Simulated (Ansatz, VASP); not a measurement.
## B2O: VASP beside Ansatz

The input INCAR:

```
  PREC = Accurate
  ENCUT = 520
  EDIFF = 1E-7
  ISMEAR = 0
  SIGMA = 0.15
  LREAL = F
  LASPH = T
  NELM = 100
  ALGO = Normal
  ISIF = 2
  LWAVE = F
  LCHARG = F
  GGA = PE
  IVDW = 12
  NBANDS = 21
```

The input KPOINTS:

```
Automatic mesh
0
Gamma
  21 21 6
```

Contents of POSCAR:

```
B2O
1.0
    2.6117563859      0.0000000000      0.0000000000
   -1.3058781930      2.2618473787      0.0000000000
    0.0000000000      0.0000000000      9.9292508120
B O
4 2
Direct
    0.0000000000      0.0000000000      0.4099026039
    0.0000000000      0.0000000000      0.5900973961
    0.6666666667      0.3333333333      0.0293462865
    0.3333333333      0.6666666667      0.9706537135
    0.6666666667      0.3333333333      0.3525784977
    0.3333333333      0.6666666667      0.6474215023
```

Input for Ansatz:

```yaml
crystal:
  lattice:
    - [2.6117563859, 0.0, 0.0]
    - [-1.305878193, 2.2618473787, 0.0]
    - [0.0, 0.0, 9.929250812]
  atoms:
    - { symbol: B, position: [0.0, 0.0, 0.4099026039] }
    - { symbol: B, position: [0.0, 0.0, 0.5900973961] }
    - { symbol: B, position: [0.6666666667, 0.3333333333, 0.0293462865] }
    - { symbol: B, position: [0.3333333333, 0.6666666667, 0.9706537135] }
    - { symbol: O, position: [0.6666666667, 0.3333333333, 0.3525784977] }
    - { symbol: O, position: [0.3333333333, 0.6666666667, 0.6474215023] }
basis:
  ecutwfc: 520.0
kpoints:
  mp_grid: { grid: [21, 21, 6] }
hamiltonian:
  xc: pbe
  dispersion: d3bj
scf:
  occupations: { method: gaussian, width: 0.15 }
output:
  forces: true
  stress: true
  eigenvalues: true
```

Alike in both runs: task single point; functional PBE; dispersion D3(BJ); k mesh 21 × 21 × 6; occupations gaussian, width 0.15 eV; no spin polarisation.

```csv
,VASP,Ansatz
version,VASP 6.6.1,Ansatz 0.2.0
potentials or method,"VASP PAW PBE potentials, release 64 (B, O), cutoff 520 eV","scalar-relativistic, plane waves, PAW"
valence electrons in the cell,24,24
```

Ansatz gave:

- gap on the k mesh at the Fermi level (eV): none
- pressure (GPa): -11.6
- traceless stress, the component that is largest in VASP (GPa): 4.13
- rms of the force components (eV/Å): 0.387

Estimate VASP's values.

gap on the k mesh at the Fermi level (eV): none; pressure (GPa): -11.5; traceless stress, the component that is largest in VASP (GPa): 3.79; rms of the force components (eV/Å): 0.385.

Atom by atom the forces differ by 0.007 eV/Å (rms over components). A gap of «none» marks a metal or a gap that the smearing closes.
